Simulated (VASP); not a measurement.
Here is a VASP 6.6.1 calculation.

Contents of POSCAR:

```
HPbNO4
1.0
    3.8570700000      0.0017800000     -0.0365800000
    0.1735300000      4.3343600000     -0.0164700000
    0.7580300000      0.8387300000      5.8766200000
H Pb N O
1 1 1 4
Direct
    0.6151100000      0.8955900000      0.1984400000
    0.6459700000      0.4465100000      0.9168500000
    0.7147400000      0.2381000000      0.5005800000
    0.1695800000      0.4700700000      0.7776800000
    0.6291900000      0.9704500000      0.4984500000
    0.5642400000      0.9258300000      0.0384900000
    0.7802200000      0.4225000000      0.3195100000
```

Contents of INCAR.step1:

```
ALGO = Normal ; EDIFF = 1E-5
ENCUT = 520 ; GGA = PE
ISIF = 2 ; ISMEAR = -1
LASPH = T ; LCHARG = F
LREAL = F ; LWAVE = T
NBANDS = 31 ; NELM = 60
PREC = Accurate ; SIGMA = 0.05
```

INCAR.step2

```
AEXX = 0.25 ; ALGO = Normal
EDIFF = 1E-7 ; ENCUT = 520
ISIF = 2 ; ISMEAR = -1
ISTART = 1 ; LASPH = T
LCHARG = F ; LHFCALC = T
LMIXTAU = T ; LREAL = F
LWAVE = F ; METAGGA = R2SCAN
NBANDS = 31 ; NELM = 60
PREC = Accurate ; PRECFOCK = Fast
SIGMA = 0.05
```

Contents of KPOINTS:

```
k-points
0
Gamma
  3 3 2
```

Potentials or basis: VASP PAW PBE potentials, release 64 (H, Pb_d, N, O).

The run is started by

```bash
$ cat potpaw_PBE.64/H/POTCAR potpaw_PBE.64/Pb_d/POTCAR potpaw_PBE.64/N/POTCAR potpaw_PBE.64/O/POTCAR > POTCAR
$ cp INCAR.step1 INCAR
$ mpirun -np 1 vasp_std > vasp.out
$ cp INCAR.step2 INCAR
$ mpirun -np 1 vasp_std > vasp.out
```

(1) Estimate the largest force.

(2) What does it give for the pressure?

(3) Predict the band gap on the k mesh.

## Answers

(1) 0.909 eV/Å.

(2) -8.1 GPa.

(3) 1.55 eV, indirect (least direct gap 1.63 eV).

Caveat: the k points lie up to 0.55 Å⁻¹ apart; the standard files for N, O and F lose accuracy on very short bonds; the PAW data sets were made with another functional, which shifts forces and pressure a little; spin-orbit coupling is left out, which moves the levels of the heavy elements.
